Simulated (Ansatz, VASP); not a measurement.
**One calculation of BN, two programs**

```
B N
1.0
     2.31480    0.00000    0.00000
     0.00000    2.31480    0.00000
     0.00000    0.00000    2.31480
B N
1 1
Direct
  0.00000 0.00000 0.00000
  0.50000 0.50000 0.50000
```

Alike in both runs: task single point; functional r2SCAN; dispersion D3(BJ); k mesh 8 × 8 × 8; occupations fermi-dirac, width 0.02 eV; no spin polarisation.

|  | VASP | Ansatz |
| --- | --- | --- |
| version | VASP 6.6.1 | Ansatz 0.2.0 |
| potentials or method | VASP PAW PBE potentials, release 64 (B, N) | plane waves |
| plane-wave cutoff (eV) | 520 | 500 |
| valence electrons in the cell | 8 | 8 |

|  | VASP | Ansatz | Ansatz less VASP |
| --- | --- | --- | --- |
| pressure (GPa) | -3.3 | -3.3 | +0.03 |

VASP's potentials were made for PBE, not for r2SCAN. Ansatz's warnings: dispersion damping borrowed.
